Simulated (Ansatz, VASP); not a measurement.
# Two plane-wave programs on SnO2

```
Sn O
1.0
     4.73800   -0.09476    0.00000
    -0.09476    4.73800    0.00000
     0.00000    0.00000    3.18650
Sn O
2 4
Cartesian
  2.3216 2.3216 1.5933
  0.0000 0.0000 0.0000
  3.8058 0.8375 1.5933
  3.2173 3.2173 0.0000
  0.8375 3.8058 1.5933
  1.4259 1.4259 0.0000
```

Alike in both runs: task single point; functional PBE; k mesh 5 × 5 × 7; occupations fermi-dirac, width 0.05 eV; no spin polarisation.

|  | VASP | Ansatz |
| --- | --- | --- |
| version | VASP 6.6.1 | Ansatz 0.2.0 |
| potentials or method | VASP PAW PBE potentials, release 64 (Sn_d, O) | Ansatz PAW |
| plane-wave cutoff (eV) | 520 | 420 |
| valence electrons in the cell | 52 | 52 |

VASP gave:

- gap on the k mesh at the Fermi level (eV): 1.27
- least direct gap on the mesh (eV): 1.27
- pressure (GPa): 12.2
- traceless stress, the component that is largest in VASP (GPa): 8.46
- rms of the force components (eV/Å): 0.136

Task: Estimate Ansatz's values.

Result: gap on the k mesh at the Fermi level (eV): 1.28; least direct gap on the mesh (eV): 1.28; pressure (GPa): 11.5; traceless stress, the component that is largest in VASP (GPa): 8.43; rms of the force components (eV/Å): 0.128.

Atom by atom the forces differ by 0.009 eV/Å (rms over components).

Noted on Ansatz's run: odd divisions of the mesh miss points on the zone boundary, where band edges often lie, so the gap on the mesh can be too wide.
